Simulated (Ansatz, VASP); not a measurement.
## Ti: VASP beside Ansatz

Contents of POSCAR:

```
Ti
1.0
    0.0000000000      2.0489805000      2.0489805000
    2.0300000000      0.0189805000      2.0300000000
    2.0300000000      2.0300000000      0.0189805000
Ti
1
Direct
    0.0000000000      0.0000000000      0.0000000000
```

Contents of INCAR.step1:

```
SYSTEM = Ti
  PREC = Accurate
  ENCUT = 520
  ISMEAR = 0
  SIGMA = 0.15
  LREAL = .False.
  LASPH = .True.
  NELM = 80
  NBANDS = 12
  GGA = PE
  ALGO = Normal
  EDIFF = 1E-4
  LWAVE = .True.
  LCHARG = .False.
```

File INCAR.step2:

```
SYSTEM = Ti
  PREC = Accurate
  ENCUT = 520
  EDIFF = 1E-6
  ISMEAR = 0
  SIGMA = 0.15
  LREAL = .False.
  LASPH = .True.
  NELM = 80
  ALGO = Normal
  ISIF = 2
  LWAVE = .False.
  LCHARG = .False.
  METAGGA = R2SCAN
  LMIXTAU = .True.
  NBANDS = 12
  ISTART = 1
```

File KPOINTS:

```
regular mesh
0
Gamma
  20 20 20
  0 0 0
```

Input for Ansatz:

```yaml
crystal:
  lattice:
    - [0.0, 2.0489805, 2.0489805]
    - [2.03, 0.0189805, 2.03]
    - [2.03, 2.03, 0.0189805]
  atoms:
    - { symbol: Ti, position: [0.0, 0.0, 0.0] }
basis:
  ecutwfc: 500
kpoints:
  mp_grid: { grid: [20, 20, 20] }
hamiltonian:
  xc: r2scan
scf:
  occupations: { method: gaussian, width: 0.15 }
output:
  forces: true
  stress: true
  eigenvalues: true
```

Change from the starting cell: strain +0.0187 x Voigt [0, 0, 0, 1, 0, 0], atoms carried along.

Alike in both runs: task single point; functional r2SCAN; k mesh 20 × 20 × 20; occupations gaussian, width 0.15 eV; no spin polarisation.

```csv
,VASP,Ansatz
version,VASP 6.6.1,Ansatz 0.2.0
potentials or method,"VASP PAW PBE potentials, release 64 (Ti_sv), cutoff 520 eV","scalar-relativistic, plane waves, PAW"
valence electrons in the cell,12,12
```

VASP gave:

```
gap on the k mesh at the Fermi level (eV)                     : none
pressure (GPa)                                                : 4.9
traceless stress, the component that is largest in VASP (GPa) : -1.30
```

Q: Which values does Ansatz return?

A: gap on the k mesh at the Fermi level (eV): none; pressure (GPa): 4.4; traceless stress, the component that is largest in VASP (GPa): -1.29.

VASP's potentials were made for PBE, not for r2SCAN. A gap of «none» marks a metal or a gap that the smearing closes.
